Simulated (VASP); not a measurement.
Here is a VASP 6.6.1 calculation.

INCAR

```
PREC = Accurate
ENCUT = 520
EDIFF = 1E-6
ISMEAR = -1
SIGMA = 0.1
LREAL = False
LASPH = True
NELM = 80
ALGO = Normal
ISIF = 2
LWAVE = False
LCHARG = False
GGA = PS
NBANDS = 12
```

The input KPOINTS:

```
regular mesh
0
Gamma
  13 13 13
```

POSCAR

```
Li
1.0
    1.5523341006      0.8962405109      7.5547280894
   -1.5523341006      0.8962405109      7.5547280894
    0.0000000000     -1.7924810218      7.5547280894
Li
3
Direct
    0.0000000000      1.0000000000      1.0000000000
    0.2221833269      0.2221833269      0.2221833269
    0.7778166731      0.7778166731      0.7778166731
```

Potentials or basis: VASP PAW PBE potentials, release 64 (Li_sv).

The run is started by

```bash
$ cat potpaw_PBE.64/Li_sv/POTCAR > POTCAR
$ mpirun -np 1 vasp_std > vasp.out
```

(1) Predict the band gap on the k mesh.

Results:

(1) zero (an odd number of electrons rules out a gap without spin polarisation).
